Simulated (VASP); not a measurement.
# In (P6/mmm) in VASP: further runs, part 2 of 2

VASP 6.6.1.

### Step 3. Single point, RPBE (25.76 Å³/atom)

This run uses another cell than the first one, of 25.76 Å³/atom.

Input file INCAR:

```
SYSTEM = In
PREC = Accurate
ENCUT = 520
EDIFF = 1E-7
ISMEAR = -1
SIGMA = 0.1
LREAL = .FALSE.
LASPH = .TRUE.
NELM = 60
ALGO = Normal
ISIF = 2
LWAVE = .FALSE.
LCHARG = .FALSE.
GGA = RP
NBANDS = 26
```

Input file KPOINTS:

```
regular mesh
0
G
  8 8 11
  0 0 0
```

Input file POSCAR:

```
In
1.0
    5.2369584396      0.0000000000      0.0000000000
   -2.6184792198      4.5353390472      0.0000000000
    0.0000000000      0.0000000000      3.2537175268
In
3
Direct
    0.0000000000      0.0000000000      0.0000000000
    0.3333333333      0.6666666667      0.5000000000
    0.6666666667      0.3333333333      0.5000000000
```

Potentials or basis: VASP PAW PBE potentials, release 64 (In_d).

Launch:

```sh
$ cat potpaw_PBE.64/In_d/POTCAR > POTCAR
$ mpirun -np 1 vasp_std > vasp.out
```

OUTCAR:

```text
SYSTEM = In
   PREC = Accurate
   ENCUT = 520
   EDIFF = 1E-7
   ISMEAR = -1
   LREAL = .FALSE.
   LASPH = .TRUE.
   NELM = 60
   ISIF = 2
   GGA = RP

 ion  position               nearest neighbor table
   1  0.000  0.000  0.000-   2 3.43   3 3.43   2 3.43   3 3.43   2 3.43   2 3.43   3 3.43   3 3.43
                             3 3.43   3 3.43   2 3.43   2 3.43
   2  0.333  0.667  0.500-   3 3.02   3 3.02   3 3.02   1 3.43   1 3.43   1 3.43   1 3.43   1 3.43
                             1 3.43
   3  0.667  0.333  0.500-   2 3.02   2 3.02   2 3.02   1 3.43   1 3.43   1 3.43   1 3.43   1 3.43
                             1 3.43

  LATTYP: Found a hexagonal cell.
 ALAT       =     5.2369584396
 C/A-ratio  =     0.6212990927

  Lattice vectors:

 A1 = (   5.2369584396,   0.0000000000,   0.0000000000)
 A2 = (  -2.6184792198,   4.5353390472,   0.0000000000)
 A3 = (   0.0000000000,   0.0000000000,   3.2537175268)

Analysis of symmetry for initial positions (statically):
=====================================================================
 Subroutine PRICEL returns:
 Original cell was already a primitive cell.

 Routine SETGRP: Setting up the symmetry group for a
 hexagonal supercell.
[... 168 lines left out ...]

 E-fermi :   7.9002     XC(G=0): -10.2268

 val. band max:        7.8520009586   @ k =   0.2500   0.2500   0.0909
 cond. band min:       7.9128349747   @ k =   0.2500   0.2500   0.0000
 fundamental gap:      0.0608340162
 Fermi energy:         7.9001794580

 k-point     1 :       0.0000    0.0000    0.0000
  band No.  band energies     occupation
      1      -7.1414      2.00000
      2      -6.9016      2.00000
      3      -6.8958      2.00000
      4      -6.8958      2.00000
      5      -6.8603      2.00000
      6      -6.7694      2.00000
[... 685 lines left out ...]
     25      14.2698      0.00000
     26      14.3924      0.00000

 [... further k-points ...]

------------------------ aborting loop because EDIFF is reached ----------------------------------------

  FORCE on cell =-STRESS in cart. coord.  units (eV):
  Direction    XX          YY          ZZ          XY          YZ          ZX
  --------------------------------------------------------------------------------------
  -------------------------------------------------------------------------------------
  Total        2.5909527      2.5909527      2.3162311      0.0000000     -0.0000000      0.0000000
  in kB       53.7157121     53.7157121     48.0201750      0.0000000     -0.0000000      0.0000000
  external PRESSURE =      51.8171997 kB  Pullay stress =       0.0000000 kB

 VOLUME and BASIS-vectors are now :
 -----------------------------------------------------------------------------
  energy-cutoff  :      520.00
  volume of cell :       77.28
      direct lattice vectors                 reciprocal lattice vectors
     5.236958440  0.000000000  0.000000000     0.190950532  0.110245341  0.000000000
    -2.618479220  4.535339047  0.000000000     0.000000000  0.220490682  0.000000000
     0.000000000  0.000000000  3.253717527     0.000000000  0.000000000  0.307340755

 POSITION                                       TOTAL-FORCE (eV/Angst)
 -----------------------------------------------------------------------------------
      0.00000      0.00000      0.00000        -0.000000     -0.000000      0.000000
     -0.00000      3.02356      1.62686         0.000000     -0.000000      0.000000
      2.61848      1.51178      1.62686        -0.000000      0.000000      0.000000
 -----------------------------------------------------------------------------------
    total drift:                               -0.000000      0.000000      0.000000

  FREE ENERGIE OF THE ION-ELECTRON SYSTEM (eV)
  ---------------------------------------------------
  free  energy   TOTEN  =        -6.3884678072 eV

  energy  without entropy=       -6.3281192224  energy(sigma->0) =       -6.35829351
```

stdout:

```text
POSCAR found type information on POSCAR In
 POSCAR found :  1 types and       3 ions
 scaLAPACK will be used
 -----------------------------------------------------------------------------
|                                                                             |
|                                                                             |
|     You enforced a specific xc type in the INCAR file but a different       |
|     I HOPE YOU KNOW WHAT YOU ARE DOING!                                     |
|                                                                             |
 -----------------------------------------------------------------------------

 LDA part: xc-table for (Slater+PW92), standard interpolation
 POSCAR, INCAR and KPOINTS ok, starting setup
 FFT: planning ... GRIDC
 FFT: planning ... GRID_SOFT
 FFT: planning ... GRID
 WAVECAR not read
 entering main loop
```

It took 34 s on 1 thread of Intel Xeon 6975P-C (Granite Rapids), shared host; peak memory 0.24 GiB.

What came out:

```
Free energy            : -6.3885 eV
Pressure               : 5.2 GPa
Band gap on the k mesh : zero (an odd number of electrons rules out a gap without spin polarisation)
```

Caveat: the cell stands under pressure; the PAW data sets were made with another functional, which shifts forces and pressure a little; spin-orbit coupling is left out, which moves the levels of the heavy elements.

### Step 4. Single point, RPBE (26.93 Å³/atom)

This run uses another cell than the first one, of 26.93 Å³/atom.

Input file INCAR:

```
SYSTEM = In
PREC = Accurate
ENCUT = 520
EDIFF = 1E-6
ISMEAR = -1
SIGMA = 0.1
LREAL = .False.
LASPH = .True.
NELM = 100
ALGO = Normal
ISIF = 2
LWAVE = .False.
LCHARG = .False.
GGA = RP
NBANDS = 26
```

Input file KPOINTS:

```
Automatic mesh
0
Gamma
  8 8 11
  0 0 0
```

Input file POSCAR:

```
In
1.0
    5.3151335237      0.0000000000      0.0000000000
   -2.6575667619      4.6030406561      0.0000000000
    0.0000000000      0.0000000000      3.3022876357
In
3
Direct
    0.0000000000      0.0000000000      0.0000000000
    0.3333333333      0.6666666667      0.5000000000
    0.6666666667      0.3333333333      0.5000000000
```

Launch:

```sh
$ cat potpaw_PBE.64/In_d/POTCAR > POTCAR
$ mpirun -np 1 vasp_std > vasp.out
```

Run time: 38 s. Hardware: 1 thread of Intel Xeon 6975P-C (Granite Rapids), shared host; peak memory 0.25 GiB.

Results (log left out):

```yaml
Free_energy: -6.4789 eV
Pressure: 3.0 GPa
Band_gap_on_the_k_mesh: zero (an odd number of electrons rules out a gap without spin polarisation)
```

Stress tensor (GPa, compression positive):
```
3.18 0.00 0.00
0.00 3.18 0.00
0.00 0.00 2.73
```

Levels at points of the mesh, in eV from the Fermi level:
| k point | band 15 | band 16 | band 17 | band 18 | band 19 | band 20 | band 21 | band 22 | band 23 | band 24 |
| --- | --- | --- | --- | --- | --- | --- | --- | --- | --- | --- |
| (0.00, 0.00, 0.00) | -14.43 | -9.41 | -2.73 | -2.49 | -1.02 | -1.02 | -0.89 | -0.89 | 4.46 | 7.80 |
| (0.50, 0.00, 0.00) | -14.40 | -7.49 | -7.46 | -3.87 | -3.14 | 3.56 | 3.69 | 4.71 | 4.85 | 6.36 |

Caveat: the cell stands under pressure; the PAW data sets were made with another functional, which shifts forces and pressure a little; spin-orbit coupling is left out, which moves the levels of the heavy elements.

### Step 5. Single point, RPBE (28.10 Å³/atom)

This run uses another cell than the first one, of 28.10 Å³/atom.

Input file INCAR:

```
  PREC = Accurate
  ENCUT = 520
  EDIFF = 1E-6
  ISMEAR = -1
  SIGMA = 0.1
  LREAL = False
  LASPH = True
  NELM = 60
  ALGO = Normal
  ISIF = 2
  LWAVE = False
  LCHARG = False
  GGA = RP
  NBANDS = 26
```

Input file KPOINTS:

```
Automatic mesh
0
Gamma
  8 8 11
```

Input file POSCAR:

```
In
1.0
    5.3910742627      0.0000000000      0.0000000000
   -2.6955371314      4.6688072651      0.0000000000
    0.0000000000      0.0000000000      3.3494695479
In
3
Direct
    0.0000000000      0.0000000000      0.0000000000
    0.3333333333      0.6666666667      0.5000000000
    0.6666666667      0.3333333333      0.5000000000
```

Potentials or basis: VASP PAW PBE potentials, release 64 (In_d).

Launch:

```sh
$ cat potpaw_PBE.64/In_d/POTCAR > POTCAR
$ mpirun -np 1 vasp_std > vasp.out
```

OUTCAR:

```text
PREC = Accurate
   ENCUT = 520
   EDIFF = 1E-6
   ISMEAR = -1
   LREAL = False
   LASPH = True
   NELM = 60
   ISIF = 2
   GGA = RP

 ion  position               nearest neighbor table
   1  0.000  0.000  0.000-   2 3.53   3 3.53   2 3.53   3 3.53   2 3.53   2 3.53   3 3.53   3 3.53
                             3 3.53   3 3.53   2 3.53   2 3.53
   2  0.333  0.667  0.500-   3 3.11   3 3.11   3 3.11   1 3.53   1 3.53   1 3.53   1 3.53   1 3.53
                             1 3.53
   3  0.667  0.333  0.500-   2 3.11   2 3.11   2 3.11   1 3.53   1 3.53   1 3.53   1 3.53   1 3.53
                             1 3.53

[... 893 lines left out ...]
  Direction    XX          YY          ZZ          XY          YZ          ZX
  --------------------------------------------------------------------------------------
  -------------------------------------------------------------------------------------
  Total        0.7824067      0.7824067      0.5842100     -0.0000000     -0.0000000      0.0000000
  in kB       14.8691402     14.8691402     11.1025375     -0.0000000     -0.0000000      0.0000000
  external PRESSURE =      13.6136060 kB  Pullay stress =       0.0000000 kB

 VOLUME and BASIS-vectors are now :
 -----------------------------------------------------------------------------
  energy-cutoff  :      520.00
  volume of cell :       84.31
      direct lattice vectors                 reciprocal lattice vectors
     5.391074263  0.000000000  0.000000000     0.185491787  0.107093733  0.000000000
    -2.695537131  4.668807265  0.000000000     0.000000000  0.214187467  0.000000000
     0.000000000  0.000000000  3.349469548     0.000000000  0.000000000  0.298554737

 POSITION                                       TOTAL-FORCE (eV/Angst)
 -----------------------------------------------------------------------------------
      0.00000      0.00000      0.00000        -0.000000      0.000000     -0.000000
     -0.00000      3.11254      1.67473        -0.000000      0.000000      0.000000
      2.69554      1.55627      1.67473         0.000000      0.000000     -0.000000
 -----------------------------------------------------------------------------------
    total drift:                               -0.000000      0.000000      0.000000

  FREE ENERGIE OF THE ION-ELECTRON SYSTEM (eV)
  ---------------------------------------------------
  free  energy   TOTEN  =        -6.5276939777 eV

  energy  without entropy=       -6.4638486888  energy(sigma->0) =       -6.49577133
```

OSZICAR:

```text
N       E                     dE             d eps       ncg     rms          rms(c)
DAV:   1     0.346528873988E+03    0.34653E+03   -0.18846E+04  3120   0.199E+03
DAV:   2     0.237998089975E+02   -0.32273E+03   -0.31865E+03  3124   0.442E+02
DAV:   3    -0.552624559721E+01   -0.29326E+02   -0.29110E+02  3732   0.158E+02
DAV:   4    -0.652031078738E+01   -0.99407E+00   -0.99304E+00  3766   0.328E+01
DAV:   5    -0.657149558985E+01   -0.51185E-01   -0.51183E-01  5088   0.567E+00    0.343E+00
DAV:   6    -0.653342354982E+01    0.38072E-01   -0.85208E-02  4002   0.421E+00    0.177E+00
DAV:   7    -0.652738840251E+01    0.60351E-02   -0.35580E-02  4090   0.245E+00    0.360E-01
DAV:   8    -0.652762253034E+01   -0.23413E-03   -0.38700E-03  3446   0.737E-01    0.490E-02
DAV:   9    -0.652768515377E+01   -0.62623E-04   -0.26423E-04  4666   0.158E-01    0.264E-02
DAV:  10    -0.652769363739E+01   -0.84836E-05   -0.19970E-05  3874   0.399E-02    0.178E-02
DAV:  11    -0.652769397770E+01   -0.34031E-06   -0.20576E-06  3088   0.159E-02
   1 F= -.65276940E+01 E0= -.64957713E+01  d E =-.638453E-01
```

stdout:

```text
POSCAR found type information on POSCAR In
 POSCAR found :  1 types and       3 ions
 scaLAPACK will be used
 -----------------------------------------------------------------------------
|                                                                             |
|                                                                             |
|     You enforced a specific xc type in the INCAR file but a different       |
|     I HOPE YOU KNOW WHAT YOU ARE DOING!                                     |
|                                                                             |
 -----------------------------------------------------------------------------

 LDA part: xc-table for (Slater+PW92), standard interpolation
 POSCAR, INCAR and KPOINTS ok, starting setup
 FFT: planning ... GRIDC
 FFT: planning ... GRID_SOFT
 FFT: planning ... GRID
 WAVECAR not read
 entering main loop
```

Wall time 36 s (1 thread of Intel Xeon 6975P-C (Granite Rapids), shared host); peak memory 0.25 GiB.

Results:

- Free energy: -6.5277 eV
- Pressure: 1.4 GPa
- Band gap on the k mesh: zero (an odd number of electrons rules out a gap without spin polarisation)

Stress tensor (GPa, compression positive):
```
1.49 0.00 0.00
0.00 1.49 0.00
0.00 0.00 1.11
```

Levels at points of the mesh, in eV from the Fermi level:
```
           k point  band 15  band 16  band 17  band 18  band 19  band 20  band 21  band 22  band 23  band 24
(0.00, 0.00, 0.00)   -14.43    -9.13    -2.80    -2.55    -0.94    -0.94    -0.81    -0.81     4.35     7.60
(0.50, 0.00, 0.00)   -14.40    -7.28    -7.25    -3.87    -2.97     3.38     3.52     4.59     4.75     6.16
```

Caveat: the PAW data sets were made with another functional, which shifts forces and pressure a little; spin-orbit coupling is left out, which moves the levels of the heavy elements.

### Step 6. The runs side by side

```tsv
cell	k mesh	gap on the mesh (eV)	pressure (GPa)
a = 5.465, b = 5.465, c = 3.395 Å, angles 90.0, 90.0, 120.0°, 3 atoms	7 × 7 × 10	none	-0.1
a = 5.237, b = 5.237, c = 3.254 Å, angles 90.0, 90.0, 120.0°, 3 atoms	8 × 8 × 11	none	5.2
a = 5.315, b = 5.315, c = 3.302 Å, angles 90.0, 90.0, 120.0°, 3 atoms	8 × 8 × 11	none	3.0
a = 5.391, b = 5.391, c = 3.349 Å, angles 90.0, 90.0, 120.0°, 3 atoms	8 × 8 × 11	none	1.4
```

Alike in all rows: task single point; level RPBE; potentials or basis VASP PAW PBE potentials, release 64 (In_d); no spin polarisation; cutoff (eV) 520; smearing fermi-dirac 0.1 eV.

Caveats: the PAW data sets were made with another functional, which shifts forces and pressure a little; spin-orbit coupling is left out, which moves the levels of the heavy elements; the cell stands under pressure (at least some runs).

Total energies depend on the potentials used, so only differences within one code and one set of settings carry meaning.
